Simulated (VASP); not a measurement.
Wanted: the native input for a VASP 6.6.1 run.

- Task: relaxation of cell and atoms
- Functional: PBE
- Potentials or basis: VASP PAW PBE potentials, release 64 (Cu)
- Cutoff: 600 eV
- k mesh: 8 × 12 × 12
- Occupations: gaussian, width 0.1 eV
- Spin: no spin polarisation
- Dipole correction: no
- Further INCAR settings: ALGO = Fast; EDIFF = 1e-06; IBRION = 2; EDIFFG = -0.015; NSW = 80; ISIF = 3

The structure of Cu lies in POSCAR:

```
Cu
1.0
    0.0000000000      0.0000000000      4.1933381051
    0.0000000000      4.4474327288      0.0000000000
   -3.8515897247     -2.2237163644      0.0000000000
Cu
6
Direct
    0.2500000000      0.6666666667      0.6666666667
    0.2500000000      0.3333333333      1.0000000000
    0.2500000000      1.0000000000      0.3333333333
    0.7500000000      0.3333333333      0.3333333333
    0.7500000000      1.0000000000      0.6666666667
    0.7500000000      0.6666666667      1.0000000000
```

This isn't the form of Cu at room conditions, which is fcc.

One way to write it, as run:

INCAR

```
ALGO = Fast
EDIFF = 1E-6
EDIFFG = -0.015
ENCUT = 600
GGA = PE
IBRION = 2
ISIF = 3
ISMEAR = 0
LASPH = T
LCHARG = F
LREAL = F
LWAVE = F
NELM = 100
NSW = 80
PREC = Accurate
SIGMA = 0.1
```

KPOINTS

```
k-points
0
Gamma
  8 12 12
```

Potentials or basis: VASP PAW PBE potentials, release 64 (Cu).

Launch:

```bash
$ cat potpaw_PBE.64/Cu/POTCAR > POTCAR
$ mpirun -np 1 vasp_std > vasp.out
```

Results of the run:

```
Relaxed volume                        : 12.02 Å³/atom
Relaxed cell                          : a = 4.214 Å, b = 4.445 Å, c = 4.445 Å, α = 120.00°, β = 90.00°, γ = 90.00°
Space group after relaxing (to 0.1 Å) : P6_3/mmc (No. 194)
Energy gained by relaxing             : 0.3 meV/atom
Ionic steps                           : 5
Pressure after relaxing               : 0.0 GPa
Band gap on the k mesh                : zero (bands 33 and 34 overlap by 5.29 eV)
```

Wall time 10 min on 1 thread of AMD EPYC 9R45 96-Core Processor (Zen 5) (shared host), peak memory 0.34 GiB.
